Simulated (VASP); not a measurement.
# Mg8HO8 (a cell with a defect) in VASP: single point with PBE

Aim: the single point of Mg8HO8 (a cell with a defect) with PBE.

All numbers are computed with VASP 6.6.1; they aren't measurements. Logs are shortened: lines on timing, memory, paths and dates and some standing lists are left out, and cuts for length are marked.

## 1. The cell of the first run

The cell holds a defect, 17 atoms: a = 5.968 Å, b = 5.968 Å, c = 5.968 Å, α = 60.00°, β = 60.00°, γ = 60.00°.

## 2. Single point, PBE

The input, INCAR:

```
PREC     = Accurate       # precision mode
ENCUT    = 520            # plane-wave cutoff, eV
EDIFF    = 1E-6           # SCF threshold, eV
ISMEAR   = 0              # smearing method
SIGMA    = 0.02           # smearing width, eV
LREAL    = Auto         
LASPH    = True           # aspherical terms in the spheres
NELM     = 100            # most SCF steps
ALGO     = Normal         # electronic algorithm
ISIF     = 2              # what is computed and relaxed
LWAVE    = False          # write WAVECAR
LCHARG   = False          # write CHGCAR
GGA      = PE             # functional
NELECT   = 64.0         
NBANDS   = 46             # bands
```

The input, KPOINTS:

```
regular mesh
0
Gamma
  3 3 3
```

The input, POSCAR:

```
Mg8HO8
1.0
    0.0000000000      4.2202000000      4.2202000000
    4.2202000000      0.0000000000      4.2202000000
    4.2202000000      4.2202000000      0.0000000000
Mg O H
8 8 1
Direct
   -0.0081226008      0.0147895834     -0.0089355955
   -0.0335621535      0.0228778257      0.5269262120
   -0.0020238377      0.5037266006     -0.0028477323
   -0.0110313492      0.5083208142      0.5020621061
    0.5276890906      0.0228409791     -0.0343025212
    0.4944940998      0.0076498744      0.4936815791
    0.5028721388      0.5083225913     -0.0118458841
    0.4997036870      0.5076947775      0.4988911663
    0.2459660680      0.2401281930      0.2451765319
    0.2493262168      0.2570267997      0.7439193640
    0.2464576323      0.7521848491      0.2456410834
    0.2430045969      0.7588296763      0.7472269087
    0.7447312924      0.2570304725      0.2485152362
    0.7460796882      0.2697325956      0.7453053173
    0.7480592152      0.7588200796      0.2421959860
    0.7462742287      0.7610875077      0.7454709492
    0.2385200938     -0.0759792190      0.2378253400
```

Potentials or basis: VASP PAW PBE potentials, release 64 (Mg, O, H).

Command:

```console
> cat potpaw_PBE.64/Mg/POTCAR potpaw_PBE.64/O/POTCAR potpaw_PBE.64/H/POTCAR > POTCAR
> mpirun -np 1 vasp_std > vasp.out
```

OUTCAR:

```text
PREC = Accurate
   ENCUT = 520
   EDIFF = 1E-6
   ISMEAR = 0
   LREAL = Auto
   LASPH = True
   NELM = 100
   ISIF = 2
   GGA = PE
   NELECT = 64.0

 ion  position               nearest neighbor table
   1  0.992  0.015  0.991-  14 2.08  10 2.11  13 2.11  15 2.11  12 2.11  11 2.15   2 2.82   5 2.82
                             4 2.93   7 2.93   3 2.95   6 2.98   6 2.98   3 3.01   7 3.04   4 3.04
   2  0.966  0.023  0.527-  17 1.79  14 1.97  16 2.04  12 2.11   9 2.11  13 2.12  11 2.33   5 2.62
                             1 2.82   8 2.84   4 2.89   3 2.96   6 2.97   6 3.01   3 3.02   4 3.08
   3  0.998  0.504  0.997-   9 2.10  10 2.11  13 2.11  12 2.11  15 2.11  16 2.12   1 2.95   2 2.96
                             5 2.96   4 2.97   7 2.97   8 2.98   8 2.98   7 3.00   4 3.00   1 3.01
   4  0.989  0.508  0.502-  14 2.03  16 2.09  15 2.11  11 2.12  10 2.12   9 2.22   2 2.89   7 2.90
                             8 2.93   1 2.93   6 2.97   3 2.97   3 3.00   6 3.00   1 3.04   8 3.04
   5  0.528  0.023  0.966-  17 1.79  14 1.97  16 2.04  15 2.11   9 2.11  10 2.12  11 2.33   2 2.62
                             1 2.82   8 2.84   7 2.89   3 2.96   6 2.97   6 3.01   3 3.02   7 3.08
   6  0.494  0.008  0.494-   9 2.10  10 2.11  13 2.11  12 2.11  15 2.11  16 2.13   8 2.95   7 2.97
                             4 2.97   2 2.97   5 2.97   1 2.98   1 2.98   4 3.00   7 3.00   5 3.01
   7  0.503  0.508  0.988-  14 2.03  16 2.09  12 2.11  11 2.12  13 2.12   9 2.22   5 2.89   4 2.90
                             8 2.93   1 2.93   6 2.97   3 2.97   3 3.00   6 3.00   1 3.04   8 3.04
   8  0.500  0.508  0.499-  14 2.08  12 2.11  15 2.11  13 2.11  10 2.11  11 2.14   2 2.84   5 2.84
                             7 2.93   4 2.93   6 2.95   3 2.98   3 2.98   6 3.02   4 3.04   7 3.04
   9  0.246  0.240  0.245-   3 2.10   6 2.10   5 2.11   2 2.11   4 2.22   7 2.22
  10  0.249  0.257  0.744-   6 2.11   1 2.11   3 2.11   8 2.11   5 2.12   4 2.12
  11  0.246  0.752  0.246-  17 0.98   7 2.12   4 2.12   8 2.14   1 2.15   5 2.33   2 2.33
  12  0.243  0.759  0.747-   2 2.11   8 2.11   1 2.11   3 2.11   6 2.11   7 2.11
  13  0.745  0.257  0.249-   6 2.11   1 2.11   3 2.11   8 2.11   2 2.12   7 2.12
  14  0.746  0.270  0.745-   2 1.97   5 1.97   7 2.03   4 2.03   1 2.08   8 2.08
  15  0.748  0.759  0.242-   5 2.11   8 2.11   1 2.11   3 2.11   6 2.11   4 2.11
  16  0.746  0.761  0.745-   2 2.04   5 2.04   7 2.09   4 2.09   3 2.12   6 2.13
  17  0.239  0.924  0.238-  11 0.98   2 1.79   5 1.79

  LATTYP: Found a face centered cubic cell.
 ALAT       =     8.4404000000

  Lattice vectors:

 A1 = (   0.0000000000,   4.2202000000,   4.2202000000)
 A2 = (   4.2202000000,   0.0000000000,   4.2202000000)
 A3 = (   4.2202000000,   4.2202000000,   0.0000000000)

Analysis of symmetry for initial positions (statically):
=====================================================================
 Subroutine PRICEL returns:
 Original cell was already a primitive cell.

 Routine SETGRP: Setting up the symmetry group for a
 face centered cubic supercell.

 Subroutine GETGRP returns: Found  1 space group operations
 (whereof  1 operations were pure point group operations)
 out of a pool of 48 trial point group operations.

The static configuration has the point symmetry C_1 .

Analysis of symmetry for dynamics (positions and initial velocities):
=====================================================================
 Subroutine PRICEL returns:
 Original cell was already a primitive cell.

 Routine SETGRP: Setting up the symmetry group for a
 face centered cubic supercell.

 Subroutine GETGRP returns: Found  1 space group operations
 (whereof  1 operations were pure point group operations)
 out of a pool of 48 trial point group operations.

The dynamic configuration has the point symmetry C_1 .

 Subroutine INISYM returns: Found  1 space group operations
 (whereof  1 operations are pure point group operations),
 and found     1 'primitive' translations

----------------------------------------------------------------------------------------

                                     Primitive cell

  volume of cell :     150.3243

  direct lattice vectors                    reciprocal lattice vectors
     0.000000000  4.220200000  4.220200000    -0.118477797  0.118477797  0.118477797
     4.220200000  0.000000000  4.220200000     0.118477797 -0.118477797  0.118477797
     4.220200000  4.220200000  0.000000000     0.118477797  0.118477797 -0.118477797

  length of vectors
     5.968264076  5.968264076  5.968264076     0.205209564  0.205209564  0.205209564

  position of ions in fractional coordinates (direct lattice)
     0.991877399  0.014789583  0.991064405
     0.966437846  0.022877826  0.526926212
[... 53 lines left out ...]

  Shift w.r.t. Gamma in fractional coordinates (k-lattice)
     0.000000000  0.000000000  0.000000000

 Subroutine IBZKPT returns following result:
 ===========================================

 Found     14 irreducible k-points:

 Following reciprocal coordinates:
            Coordinates               Weight
  0.000000  0.000000  0.000000      1.000000
  0.333333  0.000000  0.000000      2.000000
  0.000000  0.333333  0.000000      2.000000
  0.000000  0.000000  0.333333      2.000000
  0.333333  0.333333  0.333333      2.000000
  0.333333  0.333333  0.000000      2.000000
  0.000000  0.333333  0.333333      2.000000
  0.333333  0.000000  0.333333      2.000000
 -0.333333  0.333333  0.000000      2.000000
  0.000000 -0.333333  0.333333      2.000000
  0.333333  0.000000 -0.333333      2.000000
  0.333333  0.333333 -0.333333      2.000000
 -0.333333  0.333333 -0.333333      2.000000
  0.333333 -0.333333 -0.333333      2.000000
   k-points           NKPTS =     14   k-points in BZ     NKDIM =     14   number of bands    NBANDS=     46
   number of dos      NEDOS =    301   number of ions     NIONS =     17
   total plane-waves  NPLWV = 110592
   dimension x,y,z NGX =    48 NGY =   48 NGZ =   48
   dimension x,y,z NGXF=    96 NGYF=   96 NGZF=   96
   ions per type =               8   8   1
   NGX,Y,Z   is equivalent  to a cutoff of  13.37, 13.37, 13.37 a.u.
   NGXF,Y,Z  is equivalent  to a cutoff of  26.74, 26.74, 26.74 a.u.
 SYSTEM =  unknown system
   PREC   = accura    normal or accurate (medium, high low for compatibility)
   ISTART =      0    job   : 0-new  1-cont  2-samecut
   ICHARG =      2    charge: 1-file 2-atom 10-const
   ISPIN  =      1    spin polarized calculation?
   LNONCOLLINEAR =      F non collinear calculations
   LSORBIT =      F    spin-orbit coupling
   LASPH  =      T    aspherical Exc in radial PAW
   ENCUT  =  520.0 eV  38.22 Ry    6.18 a.u.  11.10 11.10 11.10*2*pi/ulx,y,z
   NELM   =    100;   NELMIN=  2; NELMDL= -5     # of ELM steps
   EDIFF  = 0.1E-05   stopping-criterion for ELM
   LREAL  =      T    real-space projection
   EDIFFG = 0.1E-04   stopping-criterion for IOM
   NSW    =      0    number of steps for IOM
   IBRION =     -1    ionic relax: 0-MD 1-quasi-New 2-CG
   NFREE  =      0    steps in history (QN), initial steepest desc. (CG)
   ISIF   =      2    stress and relaxation
   ISYM   =      2    0-nonsym 1-usesym 2-fastsym
   POTIM  = 0.5000    time-step for ionic-motion
   TEBEG  =    0.0;   TEEND  =   0.0 temperature during run
   PSTRESS=    0.0 pullay stress
   NELECT =      64.0000    total number of electrons
   NUPDOWN=      -1.0000    fix difference up-down
   EMIN   =  10.00;   EMAX   =-10.00  energy-range for DOS
   EFERMI =   0.00;   METHOD = LEGACY
   ISMEAR =     0;   SIGMA  =   0.02  broadening in eV -4-tet -1-fermi 0-gaus
   EFERMI_NEDOS =   21; number of points for ismear=-14 and -15
   IALGO  =     38    algorithm
   IMIX   =      4    mixing-type and parameters
     AMIX     =   0.40;   BMIX     =  1.00
     AMIX_MAG =   1.60;   BMIX_MAG =  1.00
  volume/ion in A,a.u.               =       8.84        59.67
  Fermi-wavevector in a.u.,A,eV,Ry     =   1.231568  2.327326 20.636775  1.516760
  Thomas-Fermi vector in A             =   2.366373
   LORBIT       =      0    0 simple, 1 ext, 2 COOP (PROOUT), +10 PAW based schemes
   GGA     = PE    functional components
   LHFCALC =     F    Hartree Fock is set to
   AEXX    =    0.0000 exact exchange contribution
   IVDW    =     0    specifies the selected vdW correction
   LEPSILON=     F    determine dielectric tensor
   LRPA    =     F    only Hartree local field effects (RPA)
 non-spin polarized calculation
 Gauss-broadening in eV      SIGMA  =   0.02
  energy-cutoff  :      520.00
  volume of cell :      150.32
 maximum number of plane-waves:      4056
 NGX is ok and might be reduce to    48
   NGX = 23   NGY = 23   NGZ = 23

 number of electron      64.0000000 magnetization

 Free energy of the ion-electron system (eV)
  ---------------------------------------------------
  ext. energy  EPLUGINS =         0.00000000
  ---------------------------------------------------
  free energy    TOTEN  =      -102.14997258 eV

  energy without entropy =     -102.14997258  energy(sigma->0) =     -102.14997258

 E-fermi :   3.4374     XC(G=0): -11.0245

 val. band max:        3.2763352342   @ k =   0.0000   0.0000   0.0000
 cond. band min:       7.5079358226   @ k =   0.0000   0.0000   0.0000
 fundamental gap:      4.2316005884
 Fermi energy:         3.4374299600

 k-point     1 :       0.0000    0.0000    0.0000
  band No.  band energies     occupation
      1     -16.6060      2.00000
      2     -13.7773      2.00000
      3     -12.8929      2.00000
      4     -12.6577      2.00000
      5     -12.4272      2.00000
      6     -12.4220      2.00000
[... 647 lines left out ...]
     43      14.4942      0.00000
     44      14.7941      0.00000
 [bands above 44 left out]

------------------------ aborting loop because EDIFF is reached ----------------------------------------

  FORCE on cell =-STRESS in cart. coord.  units (eV):
  Direction    XX          YY          ZZ          XY          YZ          ZX
  --------------------------------------------------------------------------------------
  -------------------------------------------------------------------------------------
  Total        0.8125503     -2.8439650      0.8071951      0.1856186      0.1858172     -4.1821924
  in kB        8.6602765    -30.3113813      8.6031995      1.9783490      1.9804657    -44.5743990
  external PRESSURE =      -4.3493018 kB  Pullay stress =       0.0000000 kB

 VOLUME and BASIS-vectors are now :
 -----------------------------------------------------------------------------
  energy-cutoff  :      520.00
  volume of cell :      150.32
      direct lattice vectors                 reciprocal lattice vectors
     0.000000000  4.220200000  4.220200000    -0.118477797  0.118477797  0.118477797
     4.220200000  0.000000000  4.220200000     0.118477797 -0.118477797  0.118477797
     4.220200000  4.220200000  0.000000000     0.118477797  0.118477797 -0.118477797

 POSITION                                       TOTAL-FORCE (eV/Angst)
 -----------------------------------------------------------------------------------
      4.24490      8.36841      4.24834        -0.005883     -0.024213     -0.005923
      2.32028      6.30229      4.17511         0.027446      0.008308     -0.008428
      6.33401      8.41984      6.33749         0.000001     -0.003717     -0.001013
      4.26402      6.29245      6.31886         0.003850      0.002124     -0.009928
      4.17183      6.30239      2.32335        -0.007877      0.007324      0.027503
      2.11572      4.17030      2.11915         0.000464      0.012791      0.001077
[... 9 lines left out ...]
      6.35798      6.29546      6.36137        -0.002852      0.005858     -0.000970
      4.90322      2.01027      4.90615         0.089471     -0.066398      0.091316
 -----------------------------------------------------------------------------------
    total drift:                               -0.005798     -0.005748     -0.001660

  FREE ENERGIE OF THE ION-ELECTRON SYSTEM (eV)
  ---------------------------------------------------
  free  energy   TOTEN  =      -102.1499725774 eV

  energy  without entropy=     -102.1499725774  energy(sigma->0) =     -102.14997258
```

Run time: 4.9 min. Hardware: 1 thread of AMD EPYC 9R45 (Zen 5), shared host; peak memory 0.31 GiB.

Results:

| Item | Value |
| --- | --- |
| Free energy | -102.1500 eV |
| Largest force | 0.144 eV/Å |

Forces on the atoms (eV/Å):
```
Mg  -0.006 -0.024 -0.006
Mg   0.027  0.008 -0.008
Mg   0.000 -0.004 -0.001
Mg   0.004  0.002 -0.010
Mg  -0.008  0.007  0.028
Mg   0.000  0.013  0.001
Mg  -0.010  0.002  0.003
Mg   0.000  0.017  0.000
O   -0.003  0.006 -0.002
O    0.000  0.007 -0.003
O   -0.096  0.011 -0.096
O   -0.001  0.004  0.000
O   -0.003  0.006 -0.001
O    0.008  0.001  0.007
O    0.000  0.004 -0.002
O   -0.003  0.006 -0.001
H    0.089 -0.066  0.091
```

Caveat: the k points lie up to 0.43 Å⁻¹ apart; the cell carries a net charge on a neutralising background, which shifts energy and pressure; the cell is charged against a uniform background, so pressure and absolute levels hang on convention.
